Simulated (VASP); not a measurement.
# Ca (Pm-3m) in VASP: further runs

The runs below take Ca through single point, with PBEsol.

Everything below comes from runs of VASP 6.6.1. Logs are shortened: lines on timing, memory, paths and dates and some standing lists are left out, and cuts for length are marked.

## 1. The cell of the first run

It takes space group Pm-3m (No. 221, cubic). The conventional cell has a = 3.370 Å, b = 3.370 Å, c = 3.370 Å, α = 90.00°, β = 90.00°, γ = 90.00°. Within 4.4 Å of Ca (site symmetry m-3m) lie 6 Ca at 3.37 Å.

This isn't the form of Ca at room conditions, which is fcc.

## 2. Single point, PBEsol (strained)

Contents of INCAR:

```
PREC = Accurate
ENCUT = 520
EDIFF = 1E-6
ISMEAR = 0
SIGMA = 0.1
LREAL = F
LASPH = T
NELM = 60
ALGO = Normal
ISIF = 2
LWAVE = F
LCHARG = F
GGA = PS
NBANDS = 11
```

Contents of KPOINTS:

```
regular mesh
0
Gamma
  12 12 12
```

Contents of POSCAR:

```
Ca
1.0
    3.3701117976      0.0000000000      0.0000000000
    0.0000000000      3.3701117976      0.0000000000
    0.0000000000      0.0000000000      3.3701117976
Ca
1
Direct
    0.0000000000      0.0000000000      0.0000000000
```

Potentials or basis: VASP PAW PBE potentials, release 64 (Ca_sv).

On the command line:

```
$ cat potpaw_PBE.64/Ca_sv/POTCAR > POTCAR
$ mpirun -np 1 vasp_std > vasp.out
```

OUTCAR:

```text
PREC = Accurate
   ENCUT = 520
   EDIFF = 1E-6
   ISMEAR = 0
   LREAL = F
   LASPH = T
   NELM = 60
   ISIF = 2
   GGA = PS

 ion  position               nearest neighbor table
   1  0.000  0.000  0.000-

  LATTYP: Found a simple cubic cell.
 ALAT       =     3.3701117976

  Lattice vectors:

 A1 = (   3.3701117976,   0.0000000000,   0.0000000000)
 A2 = (   0.0000000000,   3.3701117976,   0.0000000000)
 A3 = (   0.0000000000,   0.0000000000,   3.3701117976)

Analysis of symmetry for initial positions (statically):
=====================================================================
 Subroutine PRICEL returns:
 Original cell was already a primitive cell.

 Routine SETGRP: Setting up the symmetry group for a
 simple cubic supercell.

 Subroutine GETGRP returns: Found 48 space group operations
 (whereof 48 operations were pure point group operations)
 out of a pool of 48 trial point group operations.

The static configuration has the point symmetry O_h .

Analysis of symmetry for dynamics (positions and initial velocities):
=====================================================================
 Subroutine PRICEL returns:
 Original cell was already a primitive cell.

 Routine SETGRP: Setting up the symmetry group for a
 simple cubic supercell.

 Subroutine GETGRP returns: Found 48 space group operations
 (whereof 48 operations were pure point group operations)
 out of a pool of 48 trial point group operations.

The dynamic configuration has the point symmetry O_h .

 Subroutine INISYM returns: Found 48 space group operations
 (whereof 48 operations are pure point group operations),
 and found     1 'primitive' translations

----------------------------------------------------------------------------------------

                                     Primitive cell

  volume of cell :      38.2766

  direct lattice vectors                    reciprocal lattice vectors
     3.370111798  0.000000000  0.000000000     0.296726061  0.000000000  0.000000000
     0.000000000  3.370111798  0.000000000     0.000000000  0.296726061  0.000000000
     0.000000000  0.000000000  3.370111798     0.000000000  0.000000000  0.296726061

  length of vectors
     3.370111798  3.370111798  3.370111798     0.296726061  0.296726061  0.296726061

  position of ions in fractional coordinates (direct lattice)
     0.000000000  0.000000000  0.000000000

  ion indices of the primitive-cell ions
   primitive index   ion index
                 1           1

----------------------------------------------------------------------------------------

 KPOINTS: regular mesh

Automatic generation of k-mesh.
 Grid dimensions read from file:
 generate k-points for:   12   12   12

 Generating k-lattice:

  Cartesian coordinates                     Fractional coordinates (reciprocal lattice)
     0.024727172  0.000000000  0.000000000     0.083333333  0.000000000  0.000000000
     0.000000000  0.024727172  0.000000000     0.000000000  0.083333333  0.000000000
     0.000000000  0.000000000  0.024727172     0.000000000  0.000000000  0.083333333

  Length of vectors
     0.024727172  0.024727172  0.024727172

  Shift w.r.t. Gamma in fractional coordinates (k-lattice)
     0.000000000  0.000000000  0.000000000

 Subroutine IBZKPT returns following result:
 ===========================================

 Found     84 irreducible k-points:

 Following reciprocal coordinates:
            Coordinates               Weight
  0.000000  0.000000  0.000000      1.000000
  0.083333  0.000000  0.000000      6.000000
  0.166667  0.000000  0.000000      6.000000
  0.250000  0.000000  0.000000      6.000000
  0.333333  0.000000  0.000000      6.000000
  0.416667  0.000000  0.000000      6.000000
[... 16 lines left out ...]
  0.333333  0.333333  0.000000     12.000000
  0.416667  0.333333  0.000000     24.000000
 [... further k-points ...]
   k-points           NKPTS =     84   k-points in BZ     NKDIM =     84   number of bands    NBANDS=     11
   number of dos      NEDOS =    301   number of ions     NIONS =      1
   total plane-waves  NPLWV =  21952
   dimension x,y,z NGX =    28 NGY =   28 NGZ =   28
   dimension x,y,z NGXF=    56 NGYF=   56 NGZF=   56
   ions per type =               1
   NGX,Y,Z   is equivalent  to a cutoff of  13.81, 13.81, 13.81 a.u.
   NGXF,Y,Z  is equivalent  to a cutoff of  27.62, 27.62, 27.62 a.u.
 SYSTEM =  unknown system
   PREC   = accura    normal or accurate (medium, high low for compatibility)
   ISTART =      0    job   : 0-new  1-cont  2-samecut
   ICHARG =      2    charge: 1-file 2-atom 10-const
   ISPIN  =      1    spin polarized calculation?
   LNONCOLLINEAR =      F non collinear calculations
   LSORBIT =      F    spin-orbit coupling
   LASPH  =      T    aspherical Exc in radial PAW
   ENCUT  =  520.0 eV  38.22 Ry    6.18 a.u.   6.27  6.27  6.27*2*pi/ulx,y,z
   NELM   =     60;   NELMIN=  2; NELMDL= -5     # of ELM steps
   EDIFF  = 0.1E-05   stopping-criterion for ELM
   LREAL  =      F    real-space projection
   EDIFFG = 0.1E-04   stopping-criterion for IOM
   NSW    =      0    number of steps for IOM
   IBRION =     -1    ionic relax: 0-MD 1-quasi-New 2-CG
   NFREE  =      0    steps in history (QN), initial steepest desc. (CG)
   ISIF   =      2    stress and relaxation
   ISYM   =      2    0-nonsym 1-usesym 2-fastsym
   POTIM  = 0.5000    time-step for ionic-motion
   TEBEG  =    0.0;   TEEND  =   0.0 temperature during run
   PSTRESS=    0.0 pullay stress
   NELECT =      10.0000    total number of electrons
   NUPDOWN=      -1.0000    fix difference up-down
   EMIN   =  10.00;   EMAX   =-10.00  energy-range for DOS
   EFERMI =   0.00;   METHOD = LEGACY
   ISMEAR =     0;   SIGMA  =   0.10  broadening in eV -4-tet -1-fermi 0-gaus
   EFERMI_NEDOS =   21; number of points for ismear=-14 and -15
   IALGO  =     38    algorithm
   IMIX   =      4    mixing-type and parameters
     AMIX     =   0.40;   BMIX     =  1.00
     AMIX_MAG =   1.60;   BMIX_MAG =  1.00
  volume/ion in A,a.u.               =      38.28       258.30
  Fermi-wavevector in a.u.,A,eV,Ry     =   1.046559  1.977710 14.902277  1.095286
  Thomas-Fermi vector in A             =   2.181403
   LORBIT       =      0    0 simple, 1 ext, 2 COOP (PROOUT), +10 PAW based schemes
   GGA     = PS    functional components
   LHFCALC =     F    Hartree Fock is set to
   AEXX    =    0.0000 exact exchange contribution
   IVDW    =     0    specifies the selected vdW correction
   LEPSILON=     F    determine dielectric tensor
   LRPA    =     F    only Hartree local field effects (RPA)
 non-spin polarized calculation
 Gauss-broadening in eV      SIGMA  =   0.10
  energy-cutoff  :      520.00
  volume of cell :       38.28
 maximum number of plane-waves:      1064
 NGX is ok and might be reduce to    28
   NGX = 13   NGY = 13   NGZ = 13

 number of electron      10.0000001 magnetization

 Free energy of the ion-electron system (eV)
  ---------------------------------------------------
  ext. energy  EPLUGINS =         0.00000000
  ---------------------------------------------------
  free energy    TOTEN  =        -1.73570308 eV

  energy without entropy =       -1.73268457  energy(sigma->0) =       -1.73419382

 E-fermi :   2.1770     XC(G=0):  -8.1046

 val. band max:        2.1435643705   @ k =   0.4167   0.3333   0.3333
 cond. band min:       2.2667625575   @ k =   0.4167   0.0000   0.0000
 fundamental gap:      0.1231981870
 Fermi energy:         2.1770238245

 k-point     1 :       0.0000    0.0000    0.0000
  band No.  band energies     occupation
      1     -39.6246      2.00000
      2     -20.5510      2.00000
      3     -20.5510      2.00000
      4     -20.5510      2.00000
      5      -1.8433      2.00000
      6       2.9690      0.00000
      7       2.9690      0.00000
      8       6.7021      0.00000
      9       6.7021      0.00000
     10       6.7021      0.00000
     11      11.6037      0.00000

 k-point     2 :       0.0833    0.0000    0.0000
  band No.  band energies     occupation
      1     -39.6225      2.00000
      2     -20.5730      2.00000
      3     -20.5492      2.00000
      4     -20.5492      2.00000
      5      -1.7342      2.00000
      6       3.0028      0.00000
      7       3.0126      0.00000
      8       6.5715      0.00000
      9       6.5715      0.00000
     10       6.7107      0.00000
     11      10.9125      0.00000

 k-point     3 :       0.1667    0.0000    0.0000
  band No.  band energies     occupation
      1     -39.6169      2.00000
      2     -20.6325      2.00000
      3     -20.5441      2.00000
      4     -20.5441      2.00000
      5      -1.4158      2.00000
      6       3.0980      0.00000
      7       3.1012      0.00000
      8       6.2534      0.00000
      9       6.2534      0.00000
     10       6.7343      0.00000
     11       9.7206      0.00000

 k-point     4 :       0.2500    0.0000    0.0000
  band No.  band energies     occupation
      1     -39.6091      2.00000
      2     -20.7127      2.00000
      3     -20.5371      2.00000
      4     -20.5371      2.00000
      5      -0.9120      2.00000
      6       3.1020      0.00000
      7       3.2346      0.00000
      8       5.8827      0.00000
      9       5.8827      0.00000
     10       6.7669      0.00000
     11       8.7345      0.00000

 k-point     5 :       0.3333    0.0000    0.0000
  band No.  band energies     occupation
      1     -39.6014      2.00000
      2     -20.7917      2.00000
      3     -20.5302      2.00000
      4     -20.5302      2.00000
      5      -0.2596      2.00000
      6       2.8357      0.00000
      7       3.3801      0.00000
      8       5.5615      0.00000
      9       5.5615      0.00000
     10       6.7998      0.00000
     11       8.1995      0.00000
[... 211 lines left out ...]
 k-point    21 :       0.4167    0.2500    0.0000
  band No.  band energies     occupation
      1     -39.5807      2.00000
      2     -20.8275      2.00000
      3     -20.6790      2.00000
      4     -20.5119      2.00000
      5       1.1684      2.00000
      6       2.5205      0.00000
      7       4.0260      0.00000
      8       4.9521      0.00000
      9       5.5095      0.00000
     10       6.1484      0.00000
     11       8.1476      0.00000

 k-point    22 :       0.5000    0.2500    0.0000
  band No.  band energies     occupation
      1     -39.5786      2.00000
      2     -20.8477      2.00000
      3     -20.6766      2.00000
      4     -20.5101      2.00000
      5       1.7186      2.00000
      6       2.0104      1.98152
      7       4.0773      0.00000
      8       4.9992      0.00000
      9       5.4415      0.00000
     10       6.1637      0.00000
     11       7.9925      0.00000

 k-point    23 :       0.3333    0.3333    0.0000
  band No.  band energies     occupation
      1     -39.5787      2.00000
      2     -20.7653      2.00000
      3     -20.7582      2.00000
      4     -20.5102      2.00000
      5       0.9962      2.00000
      6       2.9275      0.00000
      7       4.2164      0.00000
      8       4.7456      0.00000
      9       5.7271      0.00000
     10       5.8688      0.00000
     11       8.4377      0.00000

 k-point    24 :       0.4167    0.3333    0.0000
  band No.  band energies     occupation
      1     -39.5731      2.00000
      2     -20.8169      2.00000
      3     -20.7543      2.00000
      4     -20.5053      2.00000
      5       1.4478      2.00000
      6       2.7217      0.00000
      7       4.3864      0.00000
      8       4.8524      0.00000
      9       5.5929      0.00000
     10       5.8634      0.00000
     11       8.0309      0.00000

 [... further k-points ...]

------------------------ aborting loop because EDIFF is reached ----------------------------------------

  FORCE on cell =-STRESS in cart. coord.  units (eV):
  Direction    XX          YY          ZZ          XY          YZ          ZX
  --------------------------------------------------------------------------------------
  -------------------------------------------------------------------------------------
  Total        0.2195719      0.2195719      0.2195719      0.0000000     -0.0000000      0.0000000
  in kB        9.1908232      9.1908232      9.1908232      0.0000000     -0.0000000      0.0000000
  external PRESSURE =       9.1908232 kB  Pullay stress =       0.0000000 kB

 VOLUME and BASIS-vectors are now :
 -----------------------------------------------------------------------------
  energy-cutoff  :      520.00
  volume of cell :       38.28
      direct lattice vectors                 reciprocal lattice vectors
     3.370111798  0.000000000  0.000000000     0.296726061  0.000000000  0.000000000
     0.000000000  3.370111798  0.000000000     0.000000000  0.296726061  0.000000000
     0.000000000  0.000000000  3.370111798     0.000000000  0.000000000  0.296726061

 POSITION                                       TOTAL-FORCE (eV/Angst)
 -----------------------------------------------------------------------------------
      0.00000      0.00000      0.00000         0.000000      0.000000      0.000000
 -----------------------------------------------------------------------------------
    total drift:                               -0.000000     -0.000000     -0.000000

  FREE ENERGIE OF THE ION-ELECTRON SYSTEM (eV)
  ---------------------------------------------------
  free  energy   TOTEN  =        -1.7357030791 eV

  energy  without entropy=       -1.7326845662  energy(sigma->0) =       -1.73419382
```

Run time: 40 s. Hardware: 1 thread of Intel Xeon 8259CL, shared host; peak memory 0.18 GiB.

Results:

```
Free energy            : -1.7357 eV
Pressure               : 0.9 GPa
Band gap on the k mesh : zero (bands 5 and 6 overlap by 1.05 eV)
```

Levels at points of the mesh, in eV from the Fermi level:
```tsv
k point	band 2	band 3	band 4	band 5	band 6	band 7	band 8	band 9
(0.00, 0.00, 0.00)	-22.73	-22.73	-22.73	-4.02	0.79	0.79	4.53	4.53
(0.50, 0.00, 0.00)	-23.05	-22.70	-22.70	-1.15	-0.42	1.36	3.10	3.10
(0.50, 0.50, 0.00)	-23.00	-23.00	-22.67	-0.56	1.04	2.75	2.75	3.44
(0.50, 0.50, 0.50)	-22.96	-22.96	-22.96	0.62	0.62	0.62	5.40	5.40
```

Caveat: the cell differs from its parent crystal (strained); the PAW data sets were made with another functional, which shifts forces and pressure a little.

(Part 1 of 2 ends here.)

The gap in the log of VASP goes by the Fermi energy; the results here count the filled bands.